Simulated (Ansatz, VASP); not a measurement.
## AlN: VASP beside Ansatz

```
Al N
1.0
     1.70043   -5.46468   -0.47555
     1.70043    5.46468   -0.47555
    -2.60891    0.00000    5.90010
Al N
3 3
Direct
  0.87841 0.82578 0.25398
  0.17422 0.12159 0.74602
  0.31690 0.68310 0.50000
  0.14963 0.85037 0.50000
  0.59278 0.40722 0.50000
  0.88805 0.11195 0.50000
```

Alike in both runs: functional PBE; k mesh 6 × 6 × 6; occupations gaussian, width 0.1 eV; no spin polarisation.

Ansatz relaxed the structure, and its values are those at the end. VASP's run is a single point on that final structure, the one shown.

```csv
,VASP,Ansatz
version,VASP 6.6.1,Ansatz 0.2.0
potentials or method,"VASP PAW PBE potentials, release 64 (Al, N), cutoff 520 eV","scalar-relativistic, plane waves, PAW"
valence electrons in the cell,24,24
```

|  | VASP | Ansatz | Ansatz less VASP |
| --- | --- | --- | --- |
| gap on the k mesh at the Fermi level (eV) | none | none | - |
| pressure (GPa) | -0.1 | 0.0 | +0.11 |
| rms of the force components (eV/Å) | 0.006 | 0.002 | -0.0039 |

A gap of «none» marks a metal or a gap that the smearing closes. The functional is the same, so the differences come from potentials, cutoffs and numerics.

The k mesh is coarse, so the values compare programs but aren't converged.
